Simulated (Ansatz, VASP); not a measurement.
# Two plane-wave programs on Al2Cu

```xyz
6
Lattice="-3.0564 3.0564 2.4621 3.0564 -3.0564 2.4621 3.0564 3.0564 -2.4621" Properties=species:S:1:pos:R:3 pbc="T T T"
Al    4.0304    0.9739    0.0000
Al    2.0825    0.9739    2.4621
Al   -0.9739    2.0825    2.4621
Al    0.9739    2.0825    0.0000
Cu    0.0000    0.0000    3.6932
Cu    0.0000    0.0000    1.2310
```

Alike in both runs: task single point; functional PBEsol; k mesh 10 × 10 × 10; occupations gaussian, width 0.15 eV; no spin polarisation.

|  | VASP | Ansatz |
| --- | --- | --- |
| version | VASP 6.6.1 | Ansatz 0.2.0 |
| potentials or method | VASP PAW PBE potentials, release 64 (Al, Cu), cutoff 520 eV | scalar-relativistic, plane waves, PAW |
| valence electrons in the cell | 34 | 50 |

|  | VASP | Ansatz | Ansatz less VASP |
| --- | --- | --- | --- |
| gap on the k mesh at the Fermi level (eV) | none | none | - |
| pressure (GPa) | -5.5 | -5.7 | -0.14 |
| traceless stress, the component that is largest in VASP (GPa) | -0.06 | -0.09 | -0.026 |
| rms of the force components (eV/Å) | 0.016 | 0.017 | +0.0013 |

VASP's potentials were made for PBE, not for PBEsol, and Ansatz warns of the same on its side. Atom by atom the forces differ by 0.001 eV/Å (rms over components). A gap of «none» marks a metal or a gap that the smearing closes. With one functional, cell and mesh, what is left measures potentials, basis and numerics. VASP's potentials hold 34 valence electrons a cell and Ansatz's 50, so a difference there can come from the potentials and not from the codes.
